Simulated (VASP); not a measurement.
# CoSi (Pm-3m) in VASP: a series of runs

Runs on CoSi. Level: PBE. Tasks: single point.

Program: VASP 6.6.1. These are calculated values, not measurements. Logs are shortened: lines on timing, memory, paths and dates and some standing lists are left out, and cuts for length are marked.

**1. The cell of the first run**

It takes space group Pm-3m (No. 221, cubic). Conventional cell: a = 2.781 Å, b = 2.781 Å, c = 2.781 Å, α = 90.00°, β = 90.00°, γ = 90.00°. Within 3.2 Å of Co (site symmetry m-3m) lie 8 Si at 2.41 Å and 6 Co at 2.78 Å. Si (site symmetry m-3m) has 8 Co at 2.41 Å and 6 Si at 2.78 Å within 3.2 Å.

**2. Single point, PBE, collinear spin, ferromagnetic start**

Input file INCAR:

```
ALGO = Normal ; EDIFF = 1E-6
ENCUT = 520 ; GGA = PE
ISIF = 2 ; ISMEAR = -1
ISPIN = 2 ; LASPH = True
LCHARG = False ; LMAXMIX = 4
LORBIT = 11 ; LREAL = False
LWAVE = False ; MAGMOM = 0.53 0
NBANDS = 18 ; NELM = 150
NUPDOWN = 0.53 ; PREC = Accurate
SIGMA = 0.03
```

Input file KPOINTS:

```
k-points
0
Gamma
  14 14 14
```

Input file POSCAR:

```
CoSi
1.0
    2.7813340000      0.0000000000      0.0000000000
    0.0000000000      2.7813340000      0.0000000000
    0.0000000000      0.0000000000      2.7813340000
Co Si
1 1
Direct
    0.0000000000      0.0000000000      0.0000000000
    0.5000000000      0.5000000000      0.5000000000
```

Potentials or basis: VASP PAW PBE potentials, release 64 (Co, Si).

Run with:

```console
cat potpaw_PBE.64/Co/POTCAR potpaw_PBE.64/Si/POTCAR > POTCAR
mpirun -np 1 vasp_std > vasp.out
```

OUTCAR:

```text
EDIFF = 1E-6
   ENCUT = 520
   GGA = PE
   ISIF = 2
   ISMEAR = -1
   ISPIN = 2
   LASPH = True
   LORBIT = 11
   LREAL = False
   NELM = 150
   NUPDOWN = 0.53
   PREC = Accurate

 ion  position               nearest neighbor table
   1  0.000  0.000  0.000-   2 2.41   2 2.41   2 2.41   2 2.41   2 2.41   2 2.41   2 2.41   2 2.41

   2  0.500  0.500  0.500-   1 2.41   1 2.41   1 2.41   1 2.41   1 2.41   1 2.41   1 2.41   1 2.41

  LATTYP: Found a simple cubic cell.
 ALAT       =     2.7813340000

  Lattice vectors:

 A1 = (   2.7813340000,   0.0000000000,   0.0000000000)
 A2 = (   0.0000000000,   2.7813340000,   0.0000000000)
 A3 = (   0.0000000000,   0.0000000000,   2.7813340000)

Analysis of symmetry for initial positions (statically):
=====================================================================
 Subroutine PRICEL returns:
 Original cell was already a primitive cell.

 Routine SETGRP: Setting up the symmetry group for a
 simple cubic supercell.

 Subroutine GETGRP returns: Found 48 space group operations
 (whereof 48 operations were pure point group operations)
 out of a pool of 48 trial point group operations.

The static configuration has the point symmetry O_h .

Analysis of symmetry for dynamics (positions and initial velocities):
=====================================================================
 Subroutine PRICEL returns:
 Original cell was already a primitive cell.

 Routine SETGRP: Setting up the symmetry group for a
 simple cubic supercell.

 Subroutine GETGRP returns: Found 48 space group operations
 (whereof 48 operations were pure point group operations)
 out of a pool of 48 trial point group operations.

The dynamic configuration has the point symmetry O_h .

Analysis of structural, dynamic, and magnetic symmetry:
=====================================================================
 Subroutine PRICEL returns:
 Original cell was already a primitive cell.

 Routine SETGRP: Setting up the symmetry group for a
 simple cubic supercell.

 Subroutine GETGRP returns: Found 48 space group operations
 (whereof 48 operations were pure point group operations)
 out of a pool of 48 trial point group operations.

The overall configuration has the point symmetry O_h .

 Subroutine INISYM returns: Found 48 space group operations
 (whereof 48 operations are pure point group operations),
 and found     1 'primitive' translations

----------------------------------------------------------------------------------------

                                     Primitive cell

  volume of cell :      21.5159

  direct lattice vectors                    reciprocal lattice vectors
     2.781334000  0.000000000  0.000000000     0.359539703  0.000000000  0.000000000
     0.000000000  2.781334000  0.000000000     0.000000000  0.359539703  0.000000000
     0.000000000  0.000000000  2.781334000     0.000000000  0.000000000  0.359539703

  length of vectors
     2.781334000  2.781334000  2.781334000     0.359539703  0.359539703  0.359539703

  position of ions in fractional coordinates (direct lattice)
     0.000000000  0.000000000  0.000000000
     0.500000000  0.500000000  0.500000000

  ion indices of the primitive-cell ions
   primitive index   ion index
                 1           1
                 2           2

----------------------------------------------------------------------------------------

 KPOINTS: k-points

Automatic generation of k-mesh.
 Grid dimensions read from file:
 generate k-points for:   14   14   14

 Generating k-lattice:

  Cartesian coordinates                     Fractional coordinates (reciprocal lattice)
     0.025681407  0.000000000  0.000000000     0.071428571  0.000000000  0.000000000
     0.000000000  0.025681407  0.000000000     0.000000000  0.071428571  0.000000000
     0.000000000  0.000000000  0.025681407     0.000000000  0.000000000  0.071428571

  Length of vectors
     0.025681407  0.025681407  0.025681407

  Shift w.r.t. Gamma in fractional coordinates (k-lattice)
     0.000000000  0.000000000  0.000000000

 Subroutine IBZKPT returns following result:
 ===========================================

 Found    120 irreducible k-points:

 Following reciprocal coordinates:
            Coordinates               Weight
  0.000000  0.000000  0.000000      1.000000
  0.071429  0.000000  0.000000      6.000000
  0.142857  0.000000  0.000000      6.000000
  0.214286  0.000000  0.000000      6.000000
  0.285714  0.000000  0.000000      6.000000
  0.357143  0.000000  0.000000      6.000000
[... 16 lines left out ...]
  0.285714  0.214286  0.000000     24.000000
  0.357143  0.214286  0.000000     24.000000
 [... further k-points ...]
   k-points           NKPTS =    120   k-points in BZ     NKDIM =    120   number of bands    NBANDS=     18
   number of dos      NEDOS =    301   number of ions     NIONS =      2
   total plane-waves  NPLWV =  13824
   dimension x,y,z NGX =    24 NGY =   24 NGZ =   24
   dimension x,y,z NGXF=    48 NGYF=   48 NGZF=   48
   ions per type =               1   1
   NGX,Y,Z   is equivalent  to a cutoff of  14.35, 14.35, 14.35 a.u.
   NGXF,Y,Z  is equivalent  to a cutoff of  28.69, 28.69, 28.69 a.u.
 SYSTEM =  unknown system
   PREC   = accura    normal or accurate (medium, high low for compatibility)
   ISTART =      0    job   : 0-new  1-cont  2-samecut
   ICHARG =      2    charge: 1-file 2-atom 10-const
   ISPIN  =      2    spin polarized calculation?
   LNONCOLLINEAR =      F non collinear calculations
   LSORBIT =      F    spin-orbit coupling
   LASPH  =      T    aspherical Exc in radial PAW
   ENCUT  =  520.0 eV  38.22 Ry    6.18 a.u.   5.17  5.17  5.17*2*pi/ulx,y,z
   NELM   =    150;   NELMIN=  2; NELMDL= -5     # of ELM steps
   EDIFF  = 0.1E-05   stopping-criterion for ELM
   LREAL  =      F    real-space projection
   EDIFFG = 0.1E-04   stopping-criterion for IOM
   NSW    =      0    number of steps for IOM
   IBRION =     -1    ionic relax: 0-MD 1-quasi-New 2-CG
   NFREE  =      0    steps in history (QN), initial steepest desc. (CG)
   ISIF   =      2    stress and relaxation
   ISYM   =      2    0-nonsym 1-usesym 2-fastsym
   POTIM  = 0.5000    time-step for ionic-motion
   TEBEG  =    0.0;   TEEND  =   0.0 temperature during run
   PSTRESS=    0.0 pullay stress
   NELECT =      13.0000    total number of electrons
   NUPDOWN=       0.5300    fix difference up-down
   EMIN   =  10.00;   EMAX   =-10.00  energy-range for DOS
   EFERMI =   0.00;   METHOD = LEGACY
   ISMEAR =    -1;   SIGMA  =   0.03  broadening in eV -4-tet -1-fermi 0-gaus
   EFERMI_NEDOS =   21; number of points for ismear=-14 and -15
   IALGO  =     38    algorithm
   IMIX   =      4    mixing-type and parameters
     AMIX     =   0.40;   BMIX     =  1.00
     AMIX_MAG =   1.60;   BMIX_MAG =  1.00
  volume/ion in A,a.u.               =      10.76        72.60
  Fermi-wavevector in a.u.,A,eV,Ry     =   1.384000  2.615381 26.061367  1.915456
  Thomas-Fermi vector in A             =   2.508545
   LORBIT       =     11    0 simple, 1 ext, 2 COOP (PROOUT), +10 PAW based schemes
   GGA     = PE    functional components
   LHFCALC =     F    Hartree Fock is set to
   AEXX    =    0.0000 exact exchange contribution
   IVDW    =     0    specifies the selected vdW correction
   LEPSILON=     F    determine dielectric tensor
   LRPA    =     F    only Hartree local field effects (RPA)
 spin polarized calculation
  energy-cutoff  :      520.00
  volume of cell :       21.52
 maximum number of plane-waves:       595
 NGX is ok and might be reduce to    24
   NGX = 11   NGY = 11   NGZ = 11

 number of electron      13.0000003 magnetization       0.5300001

 Free energy of the ion-electron system (eV)
  ---------------------------------------------------
  ext. energy  EPLUGINS =         0.00000000
  ---------------------------------------------------
  free energy    TOTEN  =       -13.28284089 eV

  energy without entropy =      -13.27552997  energy(sigma->0) =      -13.27918543

 E-fermi :  12.8806     XC(G=0): -12.9425

 val. band max:       12.8693688384   @ k =   0.4286   0.2857   0.0714
 cond. band min:      12.8345805752   @ k =   0.3571   0.3571   0.2143
 fundamental gap:     -0.0347882632
 Fermi energy:        12.8263131922

 spin component 1

 k-point     1 :       0.0000    0.0000    0.0000
  band No.  band energies     occupation
      1      -1.4125      1.00000
      2       8.7194      1.00000
      3       8.7194      1.00000
      4      11.2848      1.00000
      5      11.2849      1.00000
      6      11.2849      1.00000
[... 10 lines left out ...]
     17      36.2604      0.00000
     18      36.2604      0.00000

 k-point     2 :       0.0714    0.0000    0.0000
  band No.  band energies     occupation
      1      -1.3143      1.00000
      2       8.6730      1.00000
      3       8.7520      1.00000
      4      11.1981      1.00000
      5      11.1981      1.00000
      6      11.2921      1.00000
[... 10 lines left out ...]
     17      36.0497      0.00000
     18      36.6470      0.00000

 k-point     3 :       0.1429    0.0000    0.0000
  band No.  band energies     occupation
      1      -1.0213      1.00000
      2       8.4774      1.00000
      3       8.8450      1.00000
      4      10.9774      1.00000
      5      10.9774      1.00000
      6      11.3125      1.00000
[... 412 lines left out ...]
 k-point    23 :       0.2857    0.2143    0.0000
  band No.  band energies     occupation
      1       0.9271      1.00000
      2       7.5771      1.00000
      3       8.6287      1.00000
      4       9.9942      1.00000
      5      10.5391      1.00000
      6      10.9557      1.00000
[... 10 lines left out ...]
     17      35.0533      0.00000
     18      38.0930      0.00000

 k-point    24 :       0.3571    0.2143    0.0000
  band No.  band energies     occupation
      1       1.6960      1.00000
      2       6.5259      1.00000
      3       8.9018      1.00000
      4       9.8809      1.00000
      5      10.3670      1.00000
      6      10.9894      1.00000
[... 10 lines left out ...]
     17      34.9623      0.00000
     18      38.3315      0.00000

 [... further k-points ...]

 spin component 2

 k-point     1 :       0.0000    0.0000    0.0000
  band No.  band energies     occupation
      1      -1.4012      1.00000
      2       9.2949      1.00000
      3       9.2949      1.00000
      4      11.6344      1.00000
      5      11.6344      1.00000
      6      11.6344      1.00000
[... 10 lines left out ...]
     17      36.2350      0.00000
     18      36.2350      0.00000

 k-point     2 :       0.0714    0.0000    0.0000
  band No.  band energies     occupation
      1      -1.3029      1.00000
      2       9.2234      1.00000
      3       9.3317      1.00000
      4      11.5400      1.00000
      5      11.5400      1.00000
      6      11.6420      1.00000
[... 10 lines left out ...]
     17      36.1521      0.00000
     18      36.6476      0.00000

 k-point     3 :       0.1429    0.0000    0.0000
  band No.  band energies     occupation
      1      -1.0100      1.00000
      2       8.9413      1.00000
      3       9.4369      1.00000
      4      11.3027      1.00000
      5      11.3027      1.00000
      6      11.6634      1.00000
[... 412 lines left out ...]
 k-point    23 :       0.2857    0.2143    0.0000
  band No.  band energies     occupation
      1       0.9396      1.00000
      2       7.7647      1.00000
      3       8.9522      1.00000
      4      10.5066      1.00000
      5      10.8418      1.00000
      6      11.2890      1.00000
[... 10 lines left out ...]
     17      35.1374      0.00000
     18      38.1631      0.00000

 k-point    24 :       0.3571    0.2143    0.0000
  band No.  band energies     occupation
      1       1.7097      1.00000
      2       6.6334      1.00000
      3       9.2097      1.00000
      4      10.4148      1.00000
      5      10.6652      1.00000
      6      11.3238      1.00000
[... 10 lines left out ...]
     17      35.0466      0.00000
     18      38.3902      0.00000

 [... further k-points ...]

------------------------ aborting loop because EDIFF is reached ----------------------------------------

  FORCE on cell =-STRESS in cart. coord.  units (eV):
  Direction    XX          YY          ZZ          XY          YZ          ZX
  --------------------------------------------------------------------------------------
  -------------------------------------------------------------------------------------
  Total        0.0551068      0.0551068      0.0551068     -0.0000000      0.0000000      0.0000000
  in kB        4.1035180      4.1035180      4.1035180     -0.0000000      0.0000000      0.0000000
  external PRESSURE =       4.1035180 kB  Pullay stress =       0.0000000 kB

 VOLUME and BASIS-vectors are now :
 -----------------------------------------------------------------------------
  energy-cutoff  :      520.00
  volume of cell :       21.52
      direct lattice vectors                 reciprocal lattice vectors
     2.781334000  0.000000000  0.000000000     0.359539703  0.000000000  0.000000000
     0.000000000  2.781334000  0.000000000     0.000000000  0.359539703  0.000000000
     0.000000000  0.000000000  2.781334000     0.000000000  0.000000000  0.359539703

 POSITION                                       TOTAL-FORCE (eV/Angst)
 -----------------------------------------------------------------------------------
      0.00000      0.00000      0.00000         0.000000      0.000000      0.000000
      1.39067      1.39067      1.39067         0.000000      0.000000      0.000000
 -----------------------------------------------------------------------------------
    total drift:                                0.000000      0.000000      0.000000

  FREE ENERGIE OF THE ION-ELECTRON SYSTEM (eV)
  ---------------------------------------------------
  free  energy   TOTEN  =       -13.2828408895 eV

  energy  without entropy=      -13.2755299682  energy(sigma->0) =      -13.27918543

 total charge

# of ion       s       p       d       tot
------------------------------------------
    1        0.438   0.590   7.579   8.607
    2        0.710   0.863   0.000   1.574
--------------------------------------------------
tot          1.149   1.453   7.579  10.181

 magnetization (x)

# of ion       s       p       d       tot
------------------------------------------
    1        0.007   0.002   0.523   0.532
    2        0.001   0.010   0.000   0.011
--------------------------------------------------
tot          0.008   0.012   0.523   0.543
```

Wall time 39 s (1 thread of Intel Xeon Platinum 8559C (Emerald Rapids), shared host); peak memory 0.2 GiB.

What came out:

```yaml
Free_energy: -13.2828 eV
Pressure: 0.4 GPa
Net_moment: 0.53 μB per cell
Site_moments: Co +0.53; Si +0.01 μB
Valence_electrons_inside_the_program's_atomic_spheres: Co 8.61; Si 1.57
```

Caveat: the total moment is fixed, so each spin has its own Fermi level.

(Continued in part 2 of 2.)
